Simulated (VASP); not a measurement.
# HC16 (a cell with a defect) in VASP: further runs

Runs on HC16 (a cell with a defect). Level: PBEsol. Tasks: single point.

Program: VASP 6.6.1. These are calculated values, not measurements. Logs are shortened: lines on timing, memory, paths and dates and some standing lists are left out, and cuts for length are marked.

### Step 1. The cell of the first run

The cell holds a defect, 17 atoms: a = 5.049 Å, b = 5.049 Å, c = 5.049 Å, α = 60.00°, β = 60.00°, γ = 60.00°.

### Step 2. Single point, PBEsol

INCAR reads:

```
SYSTEM = HC16
PREC = Accurate
ENCUT = 520
EDIFF = 1E-6
ISMEAR = 0
SIGMA = 0.05
LREAL = Auto
LASPH = .TRUE.
NELM = 60
ALGO = Normal
ISIF = 2
LWAVE = .FALSE.
LCHARG = .FALSE.
GGA = PS
NELECT = 64.0
NBANDS = 46
```

KPOINTS reads:

```
regular mesh
0
G
  3 3 3
  0 0 0
```

POSCAR reads:

```
HC16
1.0
    0.0000000000      3.5700000000      3.5700000000
    3.5700000000      0.0000000000      3.5700000000
    3.5700000000      3.5700000000      0.0000000000
C H
16 1
Direct
    0.0013617748     -0.0094436171     -0.0067566224
    0.1254958113      0.1180036353      0.1147464435
    0.0116236702     -0.0065957859      0.4846197412
    0.1261112799      0.1189838737      0.6185397353
    0.0031777869      0.4903428891     -0.0026702764
    0.1260352580      0.6165955187      0.1217977571
    0.0019284025      0.4922201611      0.4956165297
    0.1280773353      0.6151590476      0.6201455407
    0.4902768527     -0.0120951958      0.0218039862
    0.6260212761      0.1183826619      0.1226091537
    0.4999196633     -0.0076358518      0.4946696944
    0.6303812643      0.1280073296      0.5957020069
    0.4992664811      0.4921659699     -0.0010233666
    0.6248936533      0.6064850260      0.1330847625
    0.5003931095      0.4927882912      0.5028482920
    0.6278902585      0.6169671733      0.6242974044
    0.7230059224      0.8934221733      0.8090483179
```

Potentials or basis: VASP PAW PBE potentials, release 64 (C, H).

Command:

```console
cat potpaw_PBE.64/C/POTCAR potpaw_PBE.64/H/POTCAR > POTCAR
mpirun -np 1 vasp_std > vasp.out
```

OUTCAR:

```text
SYSTEM = HC16
   PREC = Accurate
   ENCUT = 520
   EDIFF = 1E-6
   ISMEAR = 0
   LREAL = Auto
   LASPH = .TRUE.
   NELM = 60
   ISIF = 2
   GGA = PS
   NELECT = 64.0

 ion  position               nearest neighbor table
   1  0.001  0.991  0.993-   2 1.54   6 1.54   4 1.54  10 1.55
   2  0.125  0.118  0.115-   9 1.51   3 1.53   5 1.54   1 1.54
   3  0.012  0.993  0.485-   2 1.53   4 1.54   8 1.56  12 1.57
   4  0.126  0.119  0.619-   7 1.54  11 1.54   3 1.54   1 1.54
   5  0.003  0.490  0.997-   2 1.54   6 1.54   8 1.55  14 1.56
   6  0.126  0.617  0.122-  13 1.54   5 1.54   7 1.54   1 1.54
   7  0.002  0.492  0.496-   4 1.54   8 1.54   6 1.54  16 1.54
   8  0.128  0.615  0.620-  15 1.54   7 1.54   5 1.55   3 1.56
   9  0.490  0.988  0.022-  17 1.20   2 1.51  10 1.52  14 1.57  12 1.76
  10  0.626  0.118  0.123-   9 1.52  11 1.53  13 1.54   1 1.55
  11  0.500  0.992  0.495-  12 1.52  10 1.53   4 1.54  16 1.55
  12  0.630  0.128  0.596-  17 1.21  15 1.51  11 1.52   3 1.57   9 1.76
  13  0.499  0.492  0.999-   6 1.54  10 1.54  14 1.54  16 1.54
  14  0.625  0.606  0.133-  15 1.52  13 1.54   5 1.56   9 1.57
  15  0.500  0.493  0.503-  12 1.51  14 1.52   8 1.54  16 1.54
  16  0.628  0.617  0.624-  15 1.54   7 1.54  13 1.54  11 1.55
  17  0.723  0.893  0.809-   9 1.20  12 1.21

  LATTYP: Found a face centered cubic cell.
 ALAT       =     7.1400000000

  Lattice vectors:

 A1 = (   0.0000000000,   3.5700000000,   3.5700000000)
 A2 = (   3.5700000000,   0.0000000000,   3.5700000000)
 A3 = (   3.5700000000,   3.5700000000,   0.0000000000)

Analysis of symmetry for initial positions (statically):
=====================================================================
 Subroutine PRICEL returns:
 Original cell was already a primitive cell.

 Routine SETGRP: Setting up the symmetry group for a
 face centered cubic supercell.

 Subroutine GETGRP returns: Found  1 space group operations
 (whereof  1 operations were pure point group operations)
 out of a pool of 48 trial point group operations.

The static configuration has the point symmetry C_1 .

Analysis of symmetry for dynamics (positions and initial velocities):
=====================================================================
 Subroutine PRICEL returns:
 Original cell was already a primitive cell.

 Routine SETGRP: Setting up the symmetry group for a
 face centered cubic supercell.

 Subroutine GETGRP returns: Found  1 space group operations
 (whereof  1 operations were pure point group operations)
 out of a pool of 48 trial point group operations.

The dynamic configuration has the point symmetry C_1 .

 Subroutine INISYM returns: Found  1 space group operations
 (whereof  1 operations are pure point group operations),
 and found     1 'primitive' translations

----------------------------------------------------------------------------------------

                                     Primitive cell

  volume of cell :      90.9986

  direct lattice vectors                    reciprocal lattice vectors
     0.000000000  3.570000000  3.570000000    -0.140056022  0.140056022  0.140056022
     3.570000000  0.000000000  3.570000000     0.140056022 -0.140056022  0.140056022
     3.570000000  3.570000000  0.000000000     0.140056022  0.140056022 -0.140056022

  length of vectors
     5.048742418  5.048742418  5.048742418     0.242584147  0.242584147  0.242584147

  position of ions in fractional coordinates (direct lattice)
     0.001361775  0.990556383  0.993243378
     0.125495811  0.118003635  0.114746444
     0.011623670  0.993404214  0.484619741
     0.126111280  0.118983874  0.618539735
     0.003177787  0.490342889  0.997329724
     0.126035258  0.616595519  0.121797757
[... 9 lines left out ...]
     0.627890259  0.616967173  0.624297404
     0.723005922  0.893422173  0.809048318

  ion indices of the primitive-cell ions
   primitive index   ion index
                 1           1
                 2           2
                 3           3
                 4           4
                 5           5
                 6           6
[... 9 lines left out ...]
                16          16
                17          17

----------------------------------------------------------------------------------------

 KPOINTS: regular mesh

Automatic generation of k-mesh.
 Grid dimensions read from file:
 generate k-points for:    3    3    3

 Generating k-lattice:

  Cartesian coordinates                     Fractional coordinates (reciprocal lattice)
    -0.046685341  0.046685341  0.046685341     0.333333333  0.000000000  0.000000000
     0.046685341 -0.046685341  0.046685341     0.000000000  0.333333333  0.000000000
     0.046685341  0.046685341 -0.046685341     0.000000000  0.000000000  0.333333333

  Length of vectors
     0.080861382  0.080861382  0.080861382

  Shift w.r.t. Gamma in fractional coordinates (k-lattice)
     0.000000000  0.000000000  0.000000000

 Subroutine IBZKPT returns following result:
 ===========================================

 Found     14 irreducible k-points:

 Following reciprocal coordinates:
            Coordinates               Weight
  0.000000  0.000000  0.000000      1.000000
  0.333333  0.000000  0.000000      2.000000
  0.000000  0.333333  0.000000      2.000000
  0.000000  0.000000  0.333333      2.000000
  0.333333  0.333333  0.333333      2.000000
  0.333333  0.333333  0.000000      2.000000
  0.000000  0.333333  0.333333      2.000000
  0.333333  0.000000  0.333333      2.000000
 -0.333333  0.333333  0.000000      2.000000
  0.000000 -0.333333  0.333333      2.000000
  0.333333  0.000000 -0.333333      2.000000
  0.333333  0.333333 -0.333333      2.000000
 -0.333333  0.333333 -0.333333      2.000000
  0.333333 -0.333333 -0.333333      2.000000
   k-points           NKPTS =     14   k-points in BZ     NKDIM =     14   number of bands    NBANDS=     46
   number of dos      NEDOS =    301   number of ions     NIONS =     17
   total plane-waves  NPLWV =  64000
   dimension x,y,z NGX =    40 NGY =   40 NGZ =   40
   dimension x,y,z NGXF=    80 NGYF=   80 NGZF=   80
   ions per type =              16   1
   NGX,Y,Z   is equivalent  to a cutoff of  13.17, 13.17, 13.17 a.u.
   NGXF,Y,Z  is equivalent  to a cutoff of  26.34, 26.34, 26.34 a.u.
 SYSTEM =  HC16
   PREC   = accura    normal or accurate (medium, high low for compatibility)
   ISTART =      0    job   : 0-new  1-cont  2-samecut
   ICHARG =      2    charge: 1-file 2-atom 10-const
   ISPIN  =      1    spin polarized calculation?
   LNONCOLLINEAR =      F non collinear calculations
   LSORBIT =      F    spin-orbit coupling
   LASPH  =      T    aspherical Exc in radial PAW
   ENCUT  =  520.0 eV  38.22 Ry    6.18 a.u.   9.39  9.39  9.39*2*pi/ulx,y,z
   NELM   =     60;   NELMIN=  2; NELMDL= -5     # of ELM steps
   EDIFF  = 0.1E-05   stopping-criterion for ELM
   LREAL  =      T    real-space projection
   EDIFFG = 0.1E-04   stopping-criterion for IOM
   NSW    =      0    number of steps for IOM
   IBRION =     -1    ionic relax: 0-MD 1-quasi-New 2-CG
   NFREE  =      0    steps in history (QN), initial steepest desc. (CG)
   ISIF   =      2    stress and relaxation
   ISYM   =      2    0-nonsym 1-usesym 2-fastsym
   POTIM  = 0.5000    time-step for ionic-motion
   TEBEG  =    0.0;   TEEND  =   0.0 temperature during run
   PSTRESS=    0.0 pullay stress
   NELECT =      64.0000    total number of electrons
   NUPDOWN=      -1.0000    fix difference up-down
   EMIN   =  10.00;   EMAX   =-10.00  energy-range for DOS
   EFERMI =   0.00;   METHOD = LEGACY
   ISMEAR =     0;   SIGMA  =   0.05  broadening in eV -4-tet -1-fermi 0-gaus
   EFERMI_NEDOS =   21; number of points for ismear=-14 and -15
   IALGO  =     38    algorithm
   IMIX   =      4    mixing-type and parameters
     AMIX     =   0.40;   BMIX     =  1.00
     AMIX_MAG =   1.60;   BMIX_MAG =  1.00
  volume/ion in A,a.u.               =       5.35        36.12
  Fermi-wavevector in a.u.,A,eV,Ry     =   1.455872  2.751200 28.838420  2.119564
  Thomas-Fermi vector in A             =   2.572856
   LORBIT       =      0    0 simple, 1 ext, 2 COOP (PROOUT), +10 PAW based schemes
   GGA     = PS    functional components
   LHFCALC =     F    Hartree Fock is set to
   AEXX    =    0.0000 exact exchange contribution
   IVDW    =     0    specifies the selected vdW correction
   LEPSILON=     F    determine dielectric tensor
   LRPA    =     F    only Hartree local field effects (RPA)
 non-spin polarized calculation
 Gauss-broadening in eV      SIGMA  =   0.05
  energy-cutoff  :      520.00
  volume of cell :       91.00
 maximum number of plane-waves:      2453
 NGX is ok and might be reduce to    40
   NGX = 19   NGY = 19   NGZ = 19

 number of electron      64.0000000 magnetization

 Free energy of the ion-electron system (eV)
  ---------------------------------------------------
  ext. energy  EPLUGINS =         0.00000000
  ---------------------------------------------------
  free energy    TOTEN  =      -163.82982433 eV

  energy without entropy =     -163.82982433  energy(sigma->0) =     -163.82982433

 E-fermi :  10.1536     XC(G=0): -13.4273

 val. band max:        9.8777605898   @ k =   0.0000   0.0000   0.0000
 cond. band min:      12.7461670204   @ k =   0.0000   0.0000   0.0000
 fundamental gap:      2.8684064306
 Fermi energy:        10.1536096480

 k-point     1 :       0.0000    0.0000    0.0000
  band No.  band energies     occupation
      1     -12.0462      2.00000
      2      -6.9374      2.00000
      3      -6.0033      2.00000
      4      -5.9323      2.00000
      5      -5.8814      2.00000
      6      -4.8639      2.00000
[... 36 lines left out ...]
     43      17.5198      0.00000
     44      17.9454      0.00000

 k-point     2 :       0.3333    0.0000    0.0000
  band No.  band energies     occupation
      1     -11.3284      2.00000
      2      -8.9840      2.00000
      3      -6.7179      2.00000
      4      -6.1543      2.00000
      5      -5.9404      2.00000
      6      -5.2500      2.00000
[... 556 lines left out ...]
 k-point    14 :       0.3333   -0.3333   -0.3333
  band No.  band energies     occupation
      1     -10.4026      2.00000
      2      -9.1238      2.00000
      3      -8.9016      2.00000
      4      -7.0987      2.00000
      5      -6.7897      2.00000
      6      -4.5197      2.00000
[... 36 lines left out ...]
     43      19.0799      0.00000
     44      19.3397      0.00000
 [bands above 44 left out]

------------------------ aborting loop because EDIFF is reached ----------------------------------------

  FORCE on cell =-STRESS in cart. coord.  units (eV):
  Direction    XX          YY          ZZ          XY          YZ          ZX
  --------------------------------------------------------------------------------------
  -------------------------------------------------------------------------------------
  Total       -9.8913484     -9.8582489     -9.6148410      1.5042284     -2.1037319     -2.0410377
  in kB     -174.1531923   -173.5704211   -169.2848313     26.4843746    -37.0396043    -35.9357703
  external PRESSURE =    -172.3361482 kB  Pullay stress =       0.0000000 kB

 VOLUME and BASIS-vectors are now :
 -----------------------------------------------------------------------------
  energy-cutoff  :      520.00
  volume of cell :       91.00
      direct lattice vectors                 reciprocal lattice vectors
     0.000000000  3.570000000  3.570000000    -0.140056022  0.140056022  0.140056022
     3.570000000  0.000000000  3.570000000     0.140056022 -0.140056022  0.140056022
     3.570000000  3.570000000  0.000000000     0.140056022  0.140056022 -0.140056022

 POSITION                                       TOTAL-FORCE (eV/Angst)
 -----------------------------------------------------------------------------------
      7.08217      3.55074      3.54115        -0.009045     -0.005589     -0.004661
      0.83092      0.85766      0.86929         0.010773      0.003546     -0.008052
      5.27655      1.77159      3.58795         0.000254     -0.008084     -0.012278
      2.63296      2.65840      0.87499         0.005714      0.005542      0.007007
      5.31099      3.57181      1.76187        -0.011994     -0.008408     -0.011819
      2.63606      0.88476      2.65119        -0.003848      0.012087     -0.007976
[... 9 lines left out ...]
      4.43131      4.47031      4.44414        -0.010771     -0.004507     -0.001369
      6.07782      5.46943      5.77065        -0.013473      0.013348      0.006967
 -----------------------------------------------------------------------------------
    total drift:                               -0.005949     -0.004505     -0.006722

  FREE ENERGIE OF THE ION-ELECTRON SYSTEM (eV)
  ---------------------------------------------------
  free  energy   TOTEN  =      -163.8298243318 eV

  energy  without entropy=     -163.8298243318  energy(sigma->0) =     -163.82982433
```

Run time: 1.9 min. Hardware: 1 thread of AMD EPYC 7R43 (Zen 3), shared host; peak memory 0.21 GiB.

What came out:

```yaml
Free_energy: -163.8298 eV
Largest_force: 0.023 eV/Å
```

Forces on the atoms (eV/Å):
```
C   -0.009 -0.006 -0.005
C    0.011  0.004 -0.008
C    0.000 -0.008 -0.012
C    0.006  0.006  0.007
C   -0.012 -0.008 -0.012
C   -0.004  0.012 -0.008
C    0.005 -0.006 -0.006
C    0.012  0.005  0.004
C    0.011 -0.014  0.008
C    0.013  0.014  0.010
C   -0.004 -0.009 -0.018
C   -0.002  0.015  0.008
C   -0.005 -0.002  0.004
C   -0.007  0.004  0.022
C    0.008 -0.015  0.001
C   -0.011 -0.005 -0.001
H   -0.013  0.013  0.007
```

Caveat: the k points lie up to 0.51 Å⁻¹ apart; the cell carries a net charge on a neutralising background, which shifts energy and pressure; the cell is charged against a uniform background, so pressure and absolute levels hang on convention; the PAW data sets were made with another functional, which shifts forces and pressure a little.

### Step 3. Single point, PBEsol

INCAR reads:

```
SYSTEM = HC16
  PREC = Accurate
  ENCUT = 520
  EDIFF = 1E-6
  ISMEAR = 0
  SIGMA = 0.05
  LREAL = Auto
  LASPH = .TRUE.
  NELM = 60
  ALGO = Normal
  ISIF = 2
  LWAVE = .FALSE.
  LCHARG = .FALSE.
  GGA = PS
  NBANDS = 46
  NELECT = 64.0
```

KPOINTS reads:

```
Automatic mesh
0
G
  3 3 3
  0 0 0
```

POSCAR reads:

```
HC16
1.0
    0.0000000000      3.5700000000      3.5700000000
    3.5700000000      0.0000000000      3.5700000000
    3.5700000000      3.5700000000      0.0000000000
C H
16 1
Direct
    0.0044866319     -0.0033550693      0.0100276595
    0.1289986633      0.1227643252      0.1330407462
    0.0060467966     -0.0014747683      0.5062705644
    0.1400975910      0.1130239038      0.6318019135
    0.0004916415      0.4967554833      0.0083255834
    0.1219170997      0.6243107527      0.1324935703
    0.0291748000      0.4941035810      0.4972404450
    0.1299334355      0.6247202390      0.6329359582
    0.5027927410     -0.0014575259      0.0088116195
    0.6272923061      0.1215392269      0.1349494793
    0.5098533299     -0.0009045065      0.5072823832
    0.6313028155      0.1232443263      0.6348272931
    0.4916468859      0.4997697765      0.0186058228
    0.6257506257      0.6253119289      0.1330535145
    0.5018914112      0.4986170470      0.5068619726
    0.6026347007      0.6343520809      0.6374191403
    0.8156935944      0.4016451484      0.7305068042
```

Potentials or basis: VASP PAW PBE potentials, release 64 (C, H).

Command:

```console
cat potpaw_PBE.64/C/POTCAR potpaw_PBE.64/H/POTCAR > POTCAR
mpirun -np 1 vasp_std > vasp.out
```

Run time: 2 min. Hardware: 1 thread of AMD EPYC 7R43 (Zen 3), shared host; peak memory 0.2 GiB.

It converged, with:

* Free energy: -163.8297 eV
* Largest force: 0.045 eV/Å

Forces in eV/Å, atoms in the order of the input:
```
C    0.007 -0.003 -0.006
C    0.003 -0.002  0.000
C   -0.001 -0.003 -0.001
C    0.008  0.000 -0.011
C    0.004 -0.005 -0.011
C   -0.008 -0.019  0.004
C   -0.009 -0.009  0.017
C    0.019  0.003  0.003
C    0.001  0.000 -0.002
C   -0.006  0.006  0.007
C    0.004 -0.001  0.014
C   -0.001  0.007  0.008
C   -0.012  0.018 -0.006
C    0.003  0.001  0.003
C   -0.016  0.001 -0.005
C    0.009 -0.027  0.014
H   -0.004  0.035 -0.028
```

Levels at points of the mesh, in eV from the Fermi level:
| k point | band 28 | band 29 | band 30 | band 31 | band 32 | band 33 | band 34 | band 35 | band 36 | band 37 |
| --- | --- | --- | --- | --- | --- | --- | --- | --- | --- | --- |
| (0.00, 0.00, 0.00) | -3.03 | -2.90 | -0.56 | -0.40 | -0.27 | 2.58 | 2.69 | 3.89 | 4.05 | 4.37 |

Caveat: the k points lie up to 0.51 Å⁻¹ apart; the cell carries a net charge on a neutralising background, which shifts energy and pressure; the cell is charged against a uniform background, so pressure and absolute levels hang on convention; the PAW data sets were made with another functional, which shifts forces and pressure a little.

[end of part 1 of 2]
